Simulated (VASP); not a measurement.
Wanted: the native input for a VASP 6.6.1 run.

```yaml
Task: electric field gradients
Functional: PBE
Potentials_or_basis: VASP PAW PBE potentials, release 64 (Al, N)
Cutoff: 520 eV
k_mesh: 14 × 14 × 14
Occupations: fermi-dirac, width 0.03 eV
Spin: no spin polarisation
Dipole_correction: no
Further_INCAR_settings: ALGO = Normal; EDIFF = 1e-08; NBANDS = 11
```

The structure of AlN (rocksalt type) lies in POSCAR:

```
AlN
1.0
    0.0000000000      2.0352543366      2.0352543366
    2.0352543366      0.0000000000      2.0352543366
    2.0352543366      2.0352543366      0.0000000000
Al N
1 1
Direct
    0.0000000000      0.0000000000      0.0000000000
    0.5000000000      0.5000000000      0.5000000000
```

One way to write it, as run:

INCAR

```
SYSTEM = AlN
PREC     = Accurate       ! precision mode
ENCUT    = 520            ! plane-wave cutoff, eV
EDIFF    = 1E-8           ! SCF threshold, eV
ISMEAR   = -1             ! smearing method
SIGMA    = 0.03           ! smearing width, eV
LREAL    = .FALSE.        ! projectors in reciprocal space
LASPH    = .TRUE.         ! aspherical terms in the spheres
NELM     = 100            ! most SCF steps
ALGO     = Normal         ! electronic algorithm
ISIF     = 2              ! what is computed and relaxed
LWAVE    = .FALSE.        ! write WAVECAR
LCHARG   = .FALSE.        ! write CHGCAR
GGA      = PE             ! functional
LEFG     = .TRUE.       
NBANDS   = 11             ! bands
```

KPOINTS

```
regular mesh
0
G
  14 14 14
  0 0 0
```

Potentials or basis: VASP PAW PBE potentials, release 64 (Al, N).

Run with:

```sh
$ cat potpaw_PBE.64/Al/POTCAR potpaw_PBE.64/N/POTCAR > POTCAR
$ mpirun -np 1 vasp_std > vasp.out
```

It gave:

```json
{"Pressure": "-0.3 GPa", "Band gap on the k mesh": "4.41 eV, indirect (least direct gap 5.39 eV)"}
```

Caveat: without QUAD_EFG the Cq values of the log hold for a quadrupole moment of 1 mb, not for the nuclei.

Run time: 18 s on 1 thread of Intel(R) Xeon(R) Platinum 8259CL CPU @ 2.50GHz (Skylake/Cascade Lake), on a shared host, peak memory 0.14 GiB.
